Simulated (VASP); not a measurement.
TiAl:

```
Ti Al
1.0
     2.81075    0.00000    0.00000
     0.00000    2.81075    0.00000
     0.00000    0.00000    4.06642
Ti Al
1 1
Direct
  0.50000 0.50000 0.50000
  0.00000 0.00000 0.00000
```

- Program: VASP 6.6.1
- Task: relaxation of cell and atoms
- Functional: LDA
- Potentials or basis: VASP PAW LDA potentials, release 64 (Ti_sv, Al)
- Cutoff: 600 eV
- k mesh: 12 × 12 × 8
- Occupations: gaussian, width 0.1 eV
- Spin: no spin polarisation

At the start: pressure -5.5 GPa; volume 16.06 Å³/atom.

How do energy, volume and symmetry change on relaxing?

Over 13 steps the energy falls by 13.3 meV/atom and the volume is 15.32 Å³/atom (-4.6 %); space group P4/mmm (No. 123, to 0.1 Å) before and after.

Step by step:
```
step  energy change (eV)  largest force (eV/Å)  pressure (GPa)  volume (Å³)
   1              0.0000                0.0000           -5.51        32.13
   2             -0.0127                0.0000            4.56        29.63
   3             -0.0267                0.0000           -0.01        30.64
   4             -0.0266                0.0000            0.12        30.61
   5             -0.0267                0.0000           -0.08        30.66
   6             -0.0267                0.0000           -0.07        30.65
   7             -0.0267                0.0000           -0.05        30.65
   8             -0.0267                0.0000           -0.02        30.64
   9             -0.0267                0.0000            0.02        30.63
  10             -0.0267                0.0000            0.02        30.63
  11             -0.0267                0.0000            0.03        30.63
  12             -0.0267                0.0000            0.03        30.64
  13             -0.0267                0.0000            0.00        30.63
```

Final structure:
```
Ti Al
1.0
     2.76934    0.00000    0.00000
     0.00000    2.76934    0.00000
     0.00000    0.00000    3.99438
Ti Al
1 1
Direct
  0.50000 0.50000 0.50000
  0.00000 0.00000 0.00000
```
